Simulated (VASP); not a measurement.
# CrO2 (Fm-3m) in VASP: notebook

CrO2 is run at these levels: r2SCAN, PBE; tasks: relaxation of cell and atoms, relaxation of the atoms.

All numbers are computed with VASP 6.6.1; they aren't measurements. Logs are shortened: lines on timing, memory, paths and dates and some standing lists are left out, and cuts for length are marked.

### 1 The cell of the first run

The structure is cubic, space group Fm-3m (No. 225). The conventional cell has a = 4.766 Å, b = 4.766 Å, c = 4.766 Å, α = 90.00°, β = 90.00°, γ = 90.00°. Cr (site symmetry m-3m) has 8 O at 2.06 Å within 2.7 Å. O (site symmetry -43m) has 4 Cr at 2.06 Å and 6 O at 2.38 Å within 2.7 Å.

### 2 Relaxation of cell and atoms, r2SCAN, collinear spin, ferromagnetic start

POSCAR

```
CrO2
1.0
    0.0000000000      2.3830650000      2.3830650000
    2.3830650000      0.0000000000      2.3830650000
    2.3830650000      2.3830650000      0.0000000000
Cr O
1 2
Direct
    0.0000000000      0.0000000000      0.0000000000
    0.2500000000      0.2500000000      0.2500000000
    0.7500000000      0.7500000000      0.7500000000
```

INCAR.step1

```
SYSTEM = CrO2
PREC = Accurate
ENCUT = 600
ISMEAR = -1
SIGMA = 0.05
LREAL = .False.
LASPH = .True.
NELM = 150
ISPIN = 2
MAGMOM = 3 0 0
LMAXMIX = 4
GGA = PE
ALGO = Normal
EDIFF = 1E-4
LWAVE = .True.
LCHARG = .False.
```

INCAR.step2

```
SYSTEM = CrO2
PREC = Accurate
ENCUT = 600
EDIFF = 1E-6
ISMEAR = -1
SIGMA = 0.05
LREAL = .False.
LASPH = .True.
NELM = 150
ALGO = Normal
ISIF = 3
LWAVE = .False.
LCHARG = .False.
ISPIN = 2
MAGMOM = 3 0 0
LORBIT = 11
LMAXMIX = 4
METAGGA = R2SCAN
LMIXTAU = .True.
IBRION = 2
NSW = 60
EDIFFG = -0.01
ISTART = 1
```

KPOINTS

```
Automatic mesh
0
Gamma
  7 7 7
  0 0 0
```

Potentials or basis: VASP PAW PBE potentials, release 64 (Cr_pv, O).

Launch:

```bash
> cat potpaw_PBE.64/Cr_pv/POTCAR potpaw_PBE.64/O/POTCAR > POTCAR
> cp INCAR.step1 INCAR
> mpirun -np 1 vasp_std > vasp.out
> cp INCAR.step2 INCAR
> mpirun -np 1 vasp_std > vasp.out
```

OUTCAR:

```text
SYSTEM = CrO2
   PREC = Accurate
   ENCUT = 600
   EDIFF = 1E-6
   ISMEAR = -1
   LREAL = .False.
   LASPH = .True.
   NELM = 150
   ISIF = 3
   ISPIN = 2
   LORBIT = 11
   METAGGA = R2SCAN
   IBRION = 2
   NSW = 60
   EDIFFG = -0.01
   ISTART = 1

 ion  position               nearest neighbor table
   1  0.000  0.000  0.000-   3 2.06   3 2.06   3 2.06   2 2.06   3 2.06   2 2.06   2 2.06   2 2.06

   2  0.250  0.250  0.250-   1 2.06   1 2.06   1 2.06   1 2.06
   3  0.750  0.750  0.750-   1 2.06   1 2.06   1 2.06   1 2.06

  LATTYP: Found a face centered cubic cell.
 ALAT       =     4.7661300000

  Lattice vectors:

 A1 = (   0.0000000000,   2.3830650000,   2.3830650000)
 A2 = (   2.3830650000,   0.0000000000,   2.3830650000)
 A3 = (   2.3830650000,   2.3830650000,   0.0000000000)

Analysis of symmetry for initial positions (statically):
=====================================================================
 Subroutine PRICEL returns:
 Original cell was already a primitive cell.

 Routine SETGRP: Setting up the symmetry group for a
 face centered cubic supercell.

 Subroutine GETGRP returns: Found 48 space group operations
 (whereof 48 operations were pure point group operations)
 out of a pool of 48 trial point group operations.

The static configuration has the point symmetry O_h .

Analysis of symmetry for dynamics (positions and initial velocities):
=====================================================================
 Subroutine PRICEL returns:
 Original cell was already a primitive cell.

 Routine SETGRP: Setting up the symmetry group for a
 face centered cubic supercell.

 Subroutine GETGRP returns: Found 48 space group operations
 (whereof 48 operations were pure point group operations)
 out of a pool of 48 trial point group operations.

The dynamic configuration has the point symmetry O_h .

Analysis of structural, dynamic, and magnetic symmetry:
=====================================================================
 Subroutine PRICEL returns:
 Original cell was already a primitive cell.

 Routine SETGRP: Setting up the symmetry group for a
 face centered cubic supercell.

 Subroutine GETGRP returns: Found 48 space group operations
 (whereof 48 operations were pure point group operations)
 out of a pool of 48 trial point group operations.

The overall configuration has the point symmetry O_h .

 Subroutine INISYM returns: Found 48 space group operations
 (whereof 48 operations are pure point group operations),
 and found     1 'primitive' translations

----------------------------------------------------------------------------------------

                                     Primitive cell

  volume of cell :      27.0668

  direct lattice vectors                    reciprocal lattice vectors
     0.000000000  2.383065000  2.383065000    -0.209813832  0.209813832  0.209813832
     2.383065000  0.000000000  2.383065000     0.209813832 -0.209813832  0.209813832
     2.383065000  2.383065000  0.000000000     0.209813832  0.209813832 -0.209813832

  length of vectors
     3.370162843  3.370162843  3.370162843     0.363408217  0.363408217  0.363408217

  position of ions in fractional coordinates (direct lattice)
     0.000000000  0.000000000  0.000000000
     0.250000000  0.250000000  0.250000000
     0.750000000  0.750000000  0.750000000

  ion indices of the primitive-cell ions
   primitive index   ion index
                 1           1
                 2           2
                 3           3

----------------------------------------------------------------------------------------

 KPOINTS: Automatic mesh

Automatic generation of k-mesh.
 Grid dimensions read from file:
 generate k-points for:    7    7    7

 Generating k-lattice:

  Cartesian coordinates                     Fractional coordinates (reciprocal lattice)
    -0.029973405  0.029973405  0.029973405     0.142857143  0.000000000  0.000000000
     0.029973405 -0.029973405  0.029973405     0.000000000  0.142857143  0.000000000
     0.029973405  0.029973405 -0.029973405     0.000000000  0.000000000  0.142857143

  Length of vectors
     0.051915460  0.051915460  0.051915460

  Shift w.r.t. Gamma in fractional coordinates (k-lattice)
     0.000000000  0.000000000  0.000000000

 Subroutine IBZKPT returns following result:
 ===========================================

 Found     20 irreducible k-points:

 Following reciprocal coordinates:
            Coordinates               Weight
  0.000000  0.000000  0.000000      1.000000
  0.142857  0.000000  0.000000      8.000000
  0.285714  0.000000  0.000000      8.000000
  0.428571  0.000000  0.000000      8.000000
  0.142857  0.142857  0.000000      6.000000
  0.285714  0.142857  0.000000     24.000000
[... 12 lines left out ...]
 -0.428571  0.428571  0.142857     24.000000
 -0.285714  0.428571  0.142857     24.000000
   k-points           NKPTS =     20   k-points in BZ     NKDIM =     20   number of bands    NBANDS=     18
   number of dos      NEDOS =    301   number of ions     NIONS =      3
   total plane-waves  NPLWV =  21952
   dimension x,y,z NGX =    28 NGY =   28 NGZ =   28
   dimension x,y,z NGXF=    56 NGYF=   56 NGZF=   56
   ions per type =               1   2
   NGX,Y,Z   is equivalent  to a cutoff of  13.81, 13.81, 13.81 a.u.
   NGXF,Y,Z  is equivalent  to a cutoff of  27.62, 27.62, 27.62 a.u.
 SYSTEM =  CrO2
   PREC   = accura    normal or accurate (medium, high low for compatibility)
   ISTART =      1    job   : 0-new  1-cont  2-samecut
   ICHARG =      0    charge: 1-file 2-atom 10-const
   ISPIN  =      2    spin polarized calculation?
   LNONCOLLINEAR =      F non collinear calculations
   LSORBIT =      F    spin-orbit coupling
   LASPH  =      T    aspherical Exc in radial PAW
   ENCUT  =  600.0 eV  44.10 Ry    6.64 a.u.   6.73  6.73  6.73*2*pi/ulx,y,z
   NELM   =    150;   NELMIN=  2; NELMDL=  0     # of ELM steps
   EDIFF  = 0.1E-05   stopping-criterion for ELM
   LREAL  =      F    real-space projection
   EDIFFG = -.1E-01   stopping-criterion for IOM
   NSW    =     60    number of steps for IOM
   IBRION =      2    ionic relax: 0-MD 1-quasi-New 2-CG
   NFREE  =      1    steps in history (QN), initial steepest desc. (CG)
   ISIF   =      3    stress and relaxation
   ISYM   =      2    0-nonsym 1-usesym 2-fastsym
   POTIM  = 0.5000    time-step for ionic-motion
   TEBEG  =    0.0;   TEEND  =   0.0 temperature during run
   PSTRESS=    0.0 pullay stress
   NELECT =      24.0000    total number of electrons
   NUPDOWN=      -1.0000    fix difference up-down
   EMIN   =  10.00;   EMAX   =-10.00  energy-range for DOS
   EFERMI =   0.00;   METHOD = LEGACY
   ISMEAR =    -1;   SIGMA  =   0.05  broadening in eV -4-tet -1-fermi 0-gaus
   EFERMI_NEDOS =   21; number of points for ismear=-14 and -15
   IALGO  =     38    algorithm
   IMIX   =      4    mixing-type and parameters
     AMIX     =   0.40;   BMIX     =  1.00
     AMIX_MAG =   1.60;   BMIX_MAG =  1.00
  volume/ion in A,a.u.               =       9.02        60.89
  Fermi-wavevector in a.u.,A,eV,Ry     =   1.572773  2.972110 33.655571  2.473615
  Thomas-Fermi vector in A             =   2.674157
   LORBIT       =     11    0 simple, 1 ext, 2 COOP (PROOUT), +10 PAW based schemes
   METAGGA = R2SCAN    functional components
   LHFCALC =     F    Hartree Fock is set to
   AEXX    =    0.0000 exact exchange contribution
   IVDW    =     0    specifies the selected vdW correction
   LEPSILON=     F    determine dielectric tensor
   LRPA    =     F    only Hartree local field effects (RPA)
 conjugate gradient relaxation of ions
 spin polarized calculation
  energy-cutoff  :      600.00
  volume of cell :       27.07
 maximum number of plane-waves:       914
   NGX = 13   NGY = 13   NGZ = 13

--------------------------------------- Ionic step        1  -------------------------------------------

 number of electron      23.9999997 magnetization       1.9999952

 Free energy of the ion-electron system (eV)
  ---------------------------------------------------
  ext. energy  EPLUGINS =         0.00000000
  ---------------------------------------------------
  free energy    TOTEN  =       -32.73347990 eV

  energy without entropy =      -32.73228440  energy(sigma->0) =      -32.73288215

------------------------ aborting loop because EDIFF is reached ----------------------------------------

  FORCE on cell =-STRESS in cart. coord.  units (eV):
  Direction    XX          YY          ZZ          XY          YZ          ZX
  --------------------------------------------------------------------------------------
  -------------------------------------------------------------------------------------
  Total       -2.3347454     -2.3347454     -2.3347454      0.0000000      0.0000000     -0.0000000
  in kB     -138.2014044   -138.2014044   -138.2014044      0.0000000      0.0000000     -0.0000000
  external PRESSURE =    -138.2014044 kB  Pullay stress =       0.0000000 kB

 VOLUME and BASIS-vectors are now :
 -----------------------------------------------------------------------------
  energy-cutoff  :      600.00
  volume of cell :       27.07
      direct lattice vectors                 reciprocal lattice vectors
     0.000000000  2.383065000  2.383065000    -0.209813832  0.209813832  0.209813832
     2.383065000  0.000000000  2.383065000     0.209813832 -0.209813832  0.209813832
     2.383065000  2.383065000  0.000000000     0.209813832  0.209813832 -0.209813832
[... 38 lines left out ...]
 POSITION                                       TOTAL-FORCE (eV/Angst)
 -----------------------------------------------------------------------------------
      0.00000      2.29359      2.29359        -0.000000     -0.000000     -0.000000
      1.14680      1.14680      1.14680         0.000000      0.000000      0.000000
      3.44039      3.44039      3.44039        -0.000000     -0.000000     -0.000000
 -----------------------------------------------------------------------------------
    total drift:                               -0.000000     -0.000000      0.000000

  FREE ENERGIE OF THE ION-ELECTRON SYSTEM (eV)
  ---------------------------------------------------
  free  energy   TOTEN  =       -32.7220699083 eV

  energy  without entropy=      -32.7218481069  energy(sigma->0) =      -32.72195901

--------------------------------------- Ionic step        3  -------------------------------------------

 number of electron      23.9999996 magnetization       1.9999632

 Free energy of the ion-electron system (eV)
  ---------------------------------------------------
  ext. energy  EPLUGINS =         0.00000000
  ---------------------------------------------------
  free energy    TOTEN  =       -32.80145015 eV

  energy without entropy =      -32.80085587  energy(sigma->0) =      -32.80115301

 E-fermi :   7.1164     XC(G=0): -13.5276

 val. band max:        6.9371574774   @ k =  -0.4286   0.4286   0.0000
 cond. band min:       7.4424427698   @ k =   0.0000   0.0000   0.0000
 fundamental gap:      0.5052852924
 Fermi energy:         7.1163758033

 spin component 1

 k-point     1 :       0.0000    0.0000    0.0000
  band No.  band energies     occupation
      1     -39.5945      1.00000
      2     -39.5945      1.00000
      3     -39.5941      1.00000
      4     -14.5843      1.00000
      5      -9.9538      1.00000
      6       0.1670      1.00000
[... 10 lines left out ...]
     17      10.3322      0.00000
     18      15.3009      0.00000
[... 379 lines left out ...]
 k-point    20 :      -0.2857    0.4286    0.1429
  band No.  band energies     occupation
      1     -39.6549      1.00000
      2     -39.6475      1.00000
      3     -39.6195      1.00000
      4     -12.1876      1.00000
      5     -12.1408      1.00000
      6      -0.4493      1.00000
[... 10 lines left out ...]
     17       9.8767      0.00000
     18      19.0558      0.00000
 Fermi energy:         7.1163758033

 spin component 2

 k-point     1 :       0.0000    0.0000    0.0000
  band No.  band energies     occupation
      1     -36.5972      1.00000
      2     -36.5971      1.00000
      3     -36.5970      1.00000
      4     -14.7968      1.00000
      5     -10.3056      1.00000
      6       0.3936      1.00000
[... 10 lines left out ...]
     17      12.0086      0.00000
     18      15.8523      0.00000
[... 419 lines left out ...]
 POSITION                                       TOTAL-FORCE (eV/Angst)
 -----------------------------------------------------------------------------------
      0.00000      0.00000      0.00000         0.000000      0.000000     -0.000000
      1.16945      1.16945      1.16945        -0.000000     -0.000000     -0.000000
      3.50834      3.50834      3.50834         0.000000      0.000000      0.000000
 -----------------------------------------------------------------------------------
    total drift:                               -0.000000     -0.000000      0.000000

  FREE ENERGIE OF THE ION-ELECTRON SYSTEM (eV)
  ---------------------------------------------------
  free  energy   TOTEN  =       -32.8014501478 eV

  energy  without entropy=      -32.8008558672  energy(sigma->0) =      -32.80115301

 reached required accuracy - stopping structural energy minimisation

 total charge

# of ion       s       p       d       tot
------------------------------------------
    1        0.550   6.364   3.892  10.806
    2        1.585   3.478   0.000   5.063
    3        1.585   3.478   0.000   5.063
--------------------------------------------------
tot          3.721  13.319   3.892  20.932

 magnetization (x)

# of ion       s       p       d       tot
------------------------------------------
    1        0.137   0.035   2.178   2.351
    2       -0.002  -0.140   0.000  -0.142
    3       -0.002  -0.140   0.000  -0.142
--------------------------------------------------
tot          0.132  -0.245   2.178   2.066
```

Wall time 10 min (1 thread of Intel Xeon 8259CL, shared host); peak memory 0.21 GiB.

Results:

| Property | Result |
| --- | --- |
| Free energy | -32.8015 eV |
| Relaxed volume | 8.53 Å³/atom |
| Relaxed cell | a = 3.308 Å, b = 3.308 Å, c = 3.308 Å, α = 60.00°, β = 60.00°, γ = 60.00° |
| Space group after relaxing (to 0.1 Å) | Fm-3m (No. 225) |
| Energy gained by relaxing | 22.7 meV/atom |
| Ionic steps | 3 |
| Pressure after relaxing | -0.1 GPa |
| Band gap on the k mesh | 0.51 eV (least direct gap 0.53 eV) |
| Net moment | 2.00 μB per cell |
| Site moments | Cr +2.35; O -0.14 μB |
| Valence electrons inside the program's atomic spheres | Cr 10.81; O 5.06 |

The path:
| step | energy change (eV) | largest force (eV/Å) | pressure (GPa) | volume (Å³) |
| --- | --- | --- | --- | --- |
| 1 | 0.0000 | 0.0000 | -13.82 | 27.07 |
| 2 | 0.0114 | 0.0000 | 18.68 | 24.13 |
| 3 | -0.0680 | 0.0000 | -0.11 | 25.59 |

Final structure:
```
Cr O
1.0
     0.00000    2.33889    2.33889
     2.33889    0.00000    2.33889
     2.33889    2.33889    0.00000
Cr O
1 2
Direct
  0.00000 0.00000 0.00000
  0.25000 0.25000 0.25000
  0.75000 0.75000 0.75000
```

Caveat: the PAW data sets were made with another functional, which shifts forces and pressure a little; an odd mesh through Γ misses points on the zone boundary, where band edges can lie; a cell with one magnetic atom can't hold antiferromagnetic order, which such compounds often take.

### 3 Relaxation of the atoms, PBE, collinear spin, ferromagnetic start

INCAR

```
SYSTEM = CrO2
PREC     = Accurate       ! precision mode
ENCUT    = 520            ! plane-wave cutoff, eV
EDIFF    = 1E-7           ! SCF threshold, eV
ISMEAR   = -1             ! smearing method
SIGMA    = 0.05           ! smearing width, eV
LREAL    = .False.        ! projectors in reciprocal space
LASPH    = .True.         ! aspherical terms in the spheres
NELM     = 150            ! most SCF steps
ALGO     = Normal         ! electronic algorithm
ISIF     = 2              ! what is computed and relaxed
LWAVE    = .False.        ! write WAVECAR
LCHARG   = .False.        ! write CHGCAR
ISPIN    = 2              ! spin polarisation
MAGMOM   = 3 0 0          ! initial moments
LORBIT   = 11             ! projections on sites
LMAXMIX  = 4              ! l up to which the mixer works
GGA      = PE             ! functional
IBRION   = 2              ! ionic algorithm
NSW      = 60             ! ionic steps
EDIFFG   = -0.01          ! ionic threshold
```

KPOINTS

```
regular mesh
0
Gamma
  7 7 7
  0 0 0
```

POSCAR is that of step 2.

Potentials or basis: VASP PAW PBE potentials, release 64 (Cr_pv, O).

Launch:

```bash
> cat potpaw_PBE.64/Cr_pv/POTCAR potpaw_PBE.64/O/POTCAR > POTCAR
> mpirun -np 1 vasp_std > vasp.out
```

Run time: 66 s. Hardware: 1 thread of Intel Xeon 8259CL, shared host; peak memory 0.18 GiB.

Results (log left out):

| Property | Result |
| --- | --- |
| Free energy | -24.3321 eV |
| Pressure after relaxing | -8.0 GPa |
| Band gap on the k mesh | 0.58 eV |
| Net moment | 2.00 μB per cell |
| Site moments | Cr +2.20; O -0.13 μB |
| Valence electrons inside the program's atomic spheres | Cr 10.53; O 4.99 |

Final structure:
```
CELL_PARAMETERS angstrom
0.00000 2.38307 2.38307
2.38307 0.00000 2.38307
2.38307 2.38307 0.00000
ATOMIC_POSITIONS crystal
Cr 0.00000 0.00000 0.00000
O 0.25000 0.25000 0.25000
O 0.75000 0.75000 0.75000
```

Levels at points of the mesh, in eV from the valence-band top:
Spin up:
| k point | band 9 | band 10 | band 11 | band 12 | band 13 | band 14 | band 15 | band 16 | band 17 | band 18 |
| --- | --- | --- | --- | --- | --- | --- | --- | --- | --- | --- |
| (0.00, 0.00, 0.00) | -1.56 | -1.56 | -0.88 | -0.88 | -0.88 | 2.97 | 2.97 | 2.97 | 4.93 | 7.35 |
Spin down:
| k point | band 7 | band 8 | band 9 | band 10 | band 11 | band 12 | band 13 | band 14 | band 15 | band 16 |
| --- | --- | --- | --- | --- | --- | --- | --- | --- | --- | --- |
| (0.00, 0.00, 0.00) | -5.90 | -5.90 | -1.09 | -1.09 | -1.09 | 1.43 | 1.43 | 4.06 | 4.06 | 4.06 |

Caveat: the relaxation stopped at its first step, so nothing moved; an empty level that is flat over the whole mesh can mark a ghost state of the potentials, or a narrow d or f band; an odd mesh through Γ misses points on the zone boundary, where band edges can lie; a cell with one magnetic atom can't hold antiferromagnetic order, which such compounds often take.
